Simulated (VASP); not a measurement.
Input of a VASP 6.6.1 run:

INCAR

```
SYSTEM = LiF
PREC     = Accurate       ! precision mode
ENCUT    = 520            ! plane-wave cutoff, eV
EDIFF    = 1E-7           ! SCF threshold, eV
ISMEAR   = 0              ! smearing method
SIGMA    = 0.02           ! smearing width, eV
LREAL    = .FALSE.        ! projectors in reciprocal space
LASPH    = .TRUE.         ! aspherical terms in the spheres
NELM     = 100            ! most SCF steps
ALGO     = Normal         ! electronic algorithm
ISIF     = 2              ! what is computed and relaxed
LWAVE    = .FALSE.        ! write WAVECAR
LCHARG   = .FALSE.        ! write CHGCAR
GGA      = PE             ! functional
NBANDS   = 12             ! bands
```

The input KPOINTS:

```
regular mesh
0
G
  10 10 10
  0 0 0
```

The input POSCAR:

```
LiF
1.0
    0.0000000000      2.1818080721      2.1818080721
    2.1818080721      0.0000000000      2.1818080721
    2.1818080721      2.1818080721      0.0000000000
Li F
1 1
Direct
    0.7500000000      0.7500000000      0.7500000000
    0.5000000000      0.5000000000      0.5000000000
```

Potentials or basis: VASP PAW PBE potentials, release 64 (Li_sv, F).

Command:

```sh
$ cat potpaw_PBE.64/Li_sv/POTCAR potpaw_PBE.64/F/POTCAR > POTCAR
$ mpirun -np 1 vasp_std > vasp.out
```

Predict the band gap on the k mesh.

7.64 eV, direct.

 A k mesh can miss the band edges.
